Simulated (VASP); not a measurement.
A run of VASP 6.6.1 is set up as follows.

The input INCAR:

```
PREC     = Accurate       # precision mode
ENCUT    = 520            # plane-wave cutoff, eV
EDIFF    = 1E-8           # SCF threshold, eV
ISMEAR   = 0              # smearing method
SIGMA    = 0.15           # smearing width, eV
LREAL    = False          # projectors in reciprocal space
LASPH    = True           # aspherical terms in the spheres
NELM     = 80             # most SCF steps
ALGO     = Normal         # electronic algorithm
ISIF     = 2              # what is computed and relaxed
LWAVE    = False          # write WAVECAR
LCHARG   = False          # write CHGCAR
GGA      = PS             # functional
NBANDS   = 16             # bands
IBRION   = 8              # ionic algorithm
NSW      = 1              # ionic steps
```

File KPOINTS:

```
Automatic mesh
0
Gamma
  16 16 16
```

Contents of POSCAR:

```
InSb
1.0
    0.0000000000      3.2599290600      3.2599290600
    3.2599290600      0.0000000000      3.2599290600
    3.2599290600      3.2599290600      0.0000000000
In Sb
1 1
Direct
    0.0000000000      0.0000000000      0.0000000000
    0.7500000000      0.7500000000      0.7500000000
```

Potentials or basis: VASP PAW PBE potentials, release 64 (In_d, Sb).

Run with:

```bash
$ cat potpaw_PBE.64/In_d/POTCAR potpaw_PBE.64/Sb/POTCAR > POTCAR
$ mpirun -np 1 vasp_std > vasp.out
```

(1) What does it give for the highest phonon frequency at Γ, LO-TO splitting left out?

Results:

(1) 174 cm⁻¹.
